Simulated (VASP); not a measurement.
# SnTe in VASP: further runs

Aim: see how the results for SnTe move with the level of theory and the settings. Levels: revPBE, LDA, PBEsol. Tasks: relaxation of cell and atoms, single point.

Program: VASP 6.6.1. These are calculated values, not measurements. Logs are shortened: lines on timing, memory, paths and dates and some standing lists are left out, and cuts for length are marked.

**1. The cell of the first run**

The structure is cubic, space group F-43m (No. 216). Conventional cell: a = 7.222 Å, b = 7.222 Å, c = 7.222 Å, α = 90.00°, β = 90.00°, γ = 90.00°. Te (site symmetry -43m) has 4 Sn at 3.13 Å within 4.1 Å. Sn (site symmetry -43m) has 4 Te at 3.13 Å within 4.1 Å.

**2. Relaxation of cell and atoms, revPBE**

Input file INCAR:

```
PREC     = Accurate       # precision mode
ENCUT    = 600            # plane-wave cutoff, eV
EDIFF    = 1E-6           # SCF threshold, eV
ISMEAR   = -1             # smearing method
SIGMA    = 0.05           # smearing width, eV
LREAL    = F              # projectors in reciprocal space
LASPH    = T              # aspherical terms in the spheres
NELM     = 100            # most SCF steps
ALGO     = Normal         # electronic algorithm
ISIF     = 3              # what is computed and relaxed
LWAVE    = F              # write WAVECAR
LCHARG   = F              # write CHGCAR
GGA      = RE             # functional
IBRION   = 2              # ionic algorithm
NSW      = 60             # ionic steps
EDIFFG   = -0.01          # ionic threshold
```

Input file KPOINTS:

```
regular mesh
0
Gamma
  7 7 7
```

Input file POSCAR:

```
SnTe
1.0
    0.0000000000      3.6111460000      3.6111460000
    3.6111460000      0.0000000000      3.6111460000
    3.6111460000      3.6111460000      0.0000000000
Te Sn
1 1
Direct
    0.2500000000      0.2500000000      0.2500000000
    0.0000000000      0.0000000000      0.0000000000
```

Potentials or basis: VASP PAW PBE potentials, release 64 (Te, Sn_d).

The run is started by

```
$ cat potpaw_PBE.64/Te/POTCAR potpaw_PBE.64/Sn_d/POTCAR > POTCAR
$ mpirun -np 1 vasp_std > vasp.out
```

OUTCAR:

```text
PREC = Accurate
   ENCUT = 600
   EDIFF = 1E-6
   ISMEAR = -1
   LREAL = F
   LASPH = T
   NELM = 100
   ISIF = 3
   GGA = RE
   IBRION = 2
   NSW = 60
   EDIFFG = -0.01

 ion  position               nearest neighbor table
   1  0.250  0.250  0.250-   2 3.13   2 3.13   2 3.13   2 3.13
   2  0.000  0.000  0.000-   1 3.13   1 3.13   1 3.13   1 3.13

  LATTYP: Found a face centered cubic cell.
 ALAT       =     7.2222920000

  Lattice vectors:

 A1 = (   0.0000000000,   3.6111460000,   3.6111460000)
 A2 = (   3.6111460000,   0.0000000000,   3.6111460000)
 A3 = (   3.6111460000,   3.6111460000,   0.0000000000)

Analysis of symmetry for initial positions (statically):
=====================================================================
 Subroutine PRICEL returns:
 Original cell was already a primitive cell.

 Routine SETGRP: Setting up the symmetry group for a
 face centered cubic supercell.

 Subroutine GETGRP returns: Found 24 space group operations
 (whereof 24 operations were pure point group operations)
 out of a pool of 48 trial point group operations.

The static configuration has the point symmetry T_d .

Analysis of symmetry for dynamics (positions and initial velocities):
=====================================================================
 Subroutine PRICEL returns:
 Original cell was already a primitive cell.

 Routine SETGRP: Setting up the symmetry group for a
 face centered cubic supercell.

 Subroutine GETGRP returns: Found 24 space group operations
 (whereof 24 operations were pure point group operations)
 out of a pool of 48 trial point group operations.

The dynamic configuration has the point symmetry T_d .

 Subroutine INISYM returns: Found 24 space group operations
 (whereof 24 operations are pure point group operations),
 and found     1 'primitive' translations

----------------------------------------------------------------------------------------

                                     Primitive cell

  volume of cell :      94.1814

  direct lattice vectors                    reciprocal lattice vectors
     0.000000000  3.611146000  3.611146000    -0.138460201  0.138460201  0.138460201
     3.611146000  0.000000000  3.611146000     0.138460201 -0.138460201  0.138460201
     3.611146000  3.611146000  0.000000000     0.138460201  0.138460201 -0.138460201

  length of vectors
     5.106931649  5.106931649  5.106931649     0.239820102  0.239820102  0.239820102

  position of ions in fractional coordinates (direct lattice)
     0.250000000  0.250000000  0.250000000
     0.000000000  0.000000000  0.000000000

  ion indices of the primitive-cell ions
   primitive index   ion index
                 1           1
                 2           2

----------------------------------------------------------------------------------------

 KPOINTS: regular mesh

Automatic generation of k-mesh.
 Grid dimensions read from file:
 generate k-points for:    7    7    7

 Generating k-lattice:

  Cartesian coordinates                     Fractional coordinates (reciprocal lattice)
    -0.019780029  0.019780029  0.019780029     0.142857143  0.000000000  0.000000000
     0.019780029 -0.019780029  0.019780029     0.000000000  0.142857143  0.000000000
     0.019780029  0.019780029 -0.019780029     0.000000000  0.000000000  0.142857143

  Length of vectors
     0.034260015  0.034260015  0.034260015

  Shift w.r.t. Gamma in fractional coordinates (k-lattice)
     0.000000000  0.000000000  0.000000000

[... 53 lines left out ...]
   POTIM  = 0.5000    time-step for ionic-motion
   TEBEG  =    0.0;   TEEND  =   0.0 temperature during run
   PSTRESS=    0.0 pullay stress
   NELECT =      20.0000    total number of electrons
   NUPDOWN=      -1.0000    fix difference up-down
   EMIN   =  10.00;   EMAX   =-10.00  energy-range for DOS
   EFERMI =   0.00;   METHOD = LEGACY
   ISMEAR =    -1;   SIGMA  =   0.05  broadening in eV -4-tet -1-fermi 0-gaus
   EFERMI_NEDOS =   21; number of points for ismear=-14 and -15
   IALGO  =     38    algorithm
   IMIX   =      4    mixing-type and parameters
     AMIX     =   0.40;   BMIX     =  1.00
     AMIX_MAG =   1.60;   BMIX_MAG =  1.00
  volume/ion in A,a.u.               =      47.09       317.78
  Fermi-wavevector in a.u.,A,eV,Ry     =   0.976704  1.845704 12.979296  0.953951
  Thomas-Fermi vector in A             =   2.107344
   LORBIT       =      0    0 simple, 1 ext, 2 COOP (PROOUT), +10 PAW based schemes
   GGA     = RE    functional components
   LHFCALC =     F    Hartree Fock is set to
   AEXX    =    0.0000 exact exchange contribution
   IVDW    =     0    specifies the selected vdW correction
   LEPSILON=     F    determine dielectric tensor
   LRPA    =     F    only Hartree local field effects (RPA)
 conjugate gradient relaxation of ions
 non-spin polarized calculation
  energy-cutoff  :      600.00
  volume of cell :       94.18
 maximum number of plane-waves:      3166
 NGX is ok and might be reduce to    42
   NGX = 21   NGY = 21   NGZ = 21

--------------------------------------- Ionic step        1  -------------------------------------------

 number of electron      20.0000000 magnetization

 Free energy of the ion-electron system (eV)
  ---------------------------------------------------
  ext. energy  EPLUGINS =         0.00000000
  ---------------------------------------------------
  free energy    TOTEN  =        -6.57833320 eV

  energy without entropy =       -6.57762095  energy(sigma->0) =       -6.57797708

------------------------ aborting loop because EDIFF is reached ----------------------------------------

  FORCE on cell =-STRESS in cart. coord.  units (eV):
  Direction    XX          YY          ZZ          XY          YZ          ZX
  --------------------------------------------------------------------------------------
  -------------------------------------------------------------------------------------
  Total        0.4052193      0.4052193      0.4052193      0.0000000      0.0000000     -0.0000000
  in kB        6.8934335      6.8934335      6.8934335      0.0000000      0.0000000     -0.0000000
  external PRESSURE =       6.8934335 kB  Pullay stress =       0.0000000 kB

 VOLUME and BASIS-vectors are now :
 -----------------------------------------------------------------------------
  energy-cutoff  :      600.00
  volume of cell :       94.18
      direct lattice vectors                 reciprocal lattice vectors
     0.000000000  3.611146000  3.611146000    -0.138460201  0.138460201  0.138460201
     3.611146000  0.000000000  3.611146000     0.138460201 -0.138460201  0.138460201
     3.611146000  3.611146000  0.000000000     0.138460201  0.138460201 -0.138460201

 POSITION                                       TOTAL-FORCE (eV/Angst)
 -----------------------------------------------------------------------------------
      1.80557      1.80557      1.80557        -0.000000     -0.000000     -0.000000
      0.00000      0.00000      0.00000         0.000000      0.000000      0.000000
 -----------------------------------------------------------------------------------
    total drift:                               -0.000000     -0.000000     -0.000000

  FREE ENERGIE OF THE ION-ELECTRON SYSTEM (eV)
  ---------------------------------------------------
  free  energy   TOTEN  =        -6.5783332008 eV

  energy  without entropy=       -6.5776209500  energy(sigma->0) =       -6.57797708

--------------------------------------- Ionic step        2  -------------------------------------------

 number of electron      19.9999997 magnetization

 Free energy of the ion-electron system (eV)
  ---------------------------------------------------
  ext. energy  EPLUGINS =         0.00000000
  ---------------------------------------------------
  free energy    TOTEN  =        -6.58396935 eV

  energy without entropy =       -6.58354199  energy(sigma->0) =       -6.58375567

 E-fermi :   3.1045     XC(G=0):  -7.1330

 val. band max:        2.8367887375   @ k =  -0.2857   0.4286   0.1429
 cond. band min:       3.3012651682   @ k =   0.4286   0.4286   0.0000
 fundamental gap:      0.4644764307
 Fermi energy:         3.1045397997

 k-point     1 :       0.0000    0.0000    0.0000
  band No.  band energies     occupation
      1     -18.8320      2.00000
      2     -18.8320      2.00000
      3     -18.8320      2.00000
      4     -18.8260      2.00000
      5     -18.8260      2.00000
      6      -8.3286      2.00000
      7      -2.1938      2.00000
      8       1.1579      2.00000
      9       1.1579      2.00000
     10       1.1579      2.00000
     11       4.0752      0.00000
     12       4.0752      0.00000
     13       4.0752      0.00000
     14       7.4068      0.00000
[... 309 lines left out ...]
      1     -18.8338      2.00000
      2     -18.8306      2.00000
      3     -18.8298      2.00000
      4     -18.8262      2.00000
      5     -18.8256      2.00000
      6      -7.6358      2.00000
      7      -4.1858      2.00000
      8      -0.3076      2.00000
      9       0.0656      2.00000
     10       2.8368      1.99060
     11       4.4284      0.00000
     12       5.4941      0.00000
     13       6.1663      0.00000
     14       8.1594      0.00000

------------------------ aborting loop because EDIFF is reached ----------------------------------------

  FORCE on cell =-STRESS in cart. coord.  units (eV):
  Direction    XX          YY          ZZ          XY          YZ          ZX
  --------------------------------------------------------------------------------------
  -------------------------------------------------------------------------------------
  Total       -0.0166501     -0.0166501     -0.0166501      0.0000000      0.0000000      0.0000000
  in kB       -0.2750992     -0.2750992     -0.2750992      0.0000000      0.0000000      0.0000000
  external PRESSURE =      -0.2750992 kB  Pullay stress =       0.0000000 kB

 VOLUME and BASIS-vectors are now :
 -----------------------------------------------------------------------------
  energy-cutoff  :      600.00
  volume of cell :       96.97
      direct lattice vectors                 reciprocal lattice vectors
     0.000000000  3.646442886  3.646442886    -0.137119932  0.137119932  0.137119932
     3.646442886  0.000000000  3.646442886     0.137119932 -0.137119932  0.137119932
     3.646442886  3.646442886 -0.000000000     0.137119932  0.137119932 -0.137119932

 POSITION                                       TOTAL-FORCE (eV/Angst)
 -----------------------------------------------------------------------------------
      1.82322      1.82322      1.82322         0.000000     -0.000000     -0.000000
      0.00000      0.00000      0.00000        -0.000000      0.000000      0.000000
 -----------------------------------------------------------------------------------
    total drift:                               -0.000000     -0.000000     -0.000000

  FREE ENERGIE OF THE ION-ELECTRON SYSTEM (eV)
  ---------------------------------------------------
  free  energy   TOTEN  =        -6.5839693544 eV

  energy  without entropy=       -6.5835419873  energy(sigma->0) =       -6.58375567

 reached required accuracy - stopping structural energy minimisation
```

Wall time 71 s (1 thread of Intel Xeon Platinum 8488C (Sapphire Rapids), shared host); peak memory 0.28 GiB.

What came out:

```
Free energy                            : -6.5840 eV
Relaxed volume                         : 48.49 Å³/atom
Relaxed cell                           : a = 5.157 Å, b = 5.157 Å, c = 5.157 Å, α = 60.00°, β = 60.00°, γ = 60.00°
Space group after relaxing (to 0.05 Å) : F-43m (No. 216)
Energy gained by relaxing              : 2.8 meV/atom
Ionic steps                            : 2
Pressure after relaxing                : 0.0 GPa
Band gap on the k mesh                 : 0.46 eV, indirect (least direct gap 0.91 eV)
```

The path:
```tsv
step	energy change (eV)	largest force (eV/Å)	pressure (GPa)	volume (Å³)
1	0.0000	0.0000	0.69	94.18
2	-0.0056	0.0000	-0.03	96.97
```

Final structure:
```xyz
2
Lattice="0.0000 3.6464 3.6464 3.6464 0.0000 3.6464 3.6464 3.6464 0.0000" Properties=species:S:1:pos:R:3 pbc="T T T"
Te    1.8232    1.8232    1.8232
Sn    0.0000    0.0000    0.0000
```

Levels at points of the mesh, in eV from the valence-band top:
| k point | band 6 | band 7 | band 8 | band 9 | band 10 | band 11 | band 12 | band 13 | band 14 |
| --- | --- | --- | --- | --- | --- | --- | --- | --- | --- |
| (0.00, 0.00, 0.00) | -11.17 | -5.03 | -1.68 | -1.68 | -1.68 | 1.24 | 1.24 | 1.24 | 4.57 |

Caveat: the PAW data sets were made with another functional, which shifts forces and pressure a little; spin-orbit coupling is left out, which moves the levels of the heavy elements. A k mesh can miss the band edges.

**3. Single point, LDA (atoms moved at random)**

Input file INCAR:

```
SYSTEM = SnTe
  PREC = Accurate
  ENCUT = 520
  EDIFF = 1E-6
  ISMEAR = 0
  SIGMA = 0.1
  LREAL = .FALSE.
  LASPH = .TRUE.
  NELM = 80
  ALGO = Normal
  ISIF = 2
  LWAVE = .FALSE.
  LCHARG = .TRUE.
  LELF = .TRUE.
  LVHAR = .TRUE.
  NBANDS = 17
```

Input file KPOINTS:

```
regular mesh
0
G
  7 7 7
  0 0 0
```

Input file POSCAR:

```
SnTe
1.0
    0.0000000000      3.6111460000      3.6111460000
    3.6111460000      0.0000000000      3.6111460000
    3.6111460000      3.6111460000      0.0000000000
Te Sn
1 1
Direct
    0.2551150000      0.2327750000      0.2443810000
    0.0055780000     -0.0155370000     -0.0136970000
```

Potentials or basis: VASP PAW LDA potentials, release 64 (Te, Sn_d).

The run is started by

```
$ cat potpaw_LDA.64/Te/POTCAR potpaw_LDA.64/Sn_d/POTCAR > POTCAR
$ mpirun -np 1 vasp_std > vasp.out
```

Run time: 7.3 min. Hardware: 1 thread of AMD EPYC, shared host; peak memory 0.38 GiB.

Results (log left out):

```
Free energy            : -7.9936 eV
Pressure               : -2.2 GPa
Largest force          : 0.080 eV/Å
Band gap on the k mesh : 0.23 eV, indirect (least direct gap 0.75 eV)
```

Forces on the atoms (eV/Å):
```
Te  -0.050 -0.059  0.019
Sn   0.050  0.059 -0.019
```

Stress tensor (GPa, compression positive):
```
-2.16  0.04 -0.13
 0.04 -2.16 -0.11
-0.13 -0.11 -2.16
```

Levels at points of the mesh, in eV from the valence-band top:
| k point | band 7 | band 8 | band 9 | band 10 | band 11 | band 12 | band 13 | band 14 |
| --- | --- | --- | --- | --- | --- | --- | --- | --- |
| (0.00, 0.00, 0.00) | -5.10 | -1.80 | -1.70 | -1.66 | 1.10 | 1.14 | 1.23 | 4.07 |

Caveat: the cell differs from its parent crystal (atoms moved at random); spin-orbit coupling is left out, which moves the levels of the heavy elements.

(Continued in part 2 of 2.)
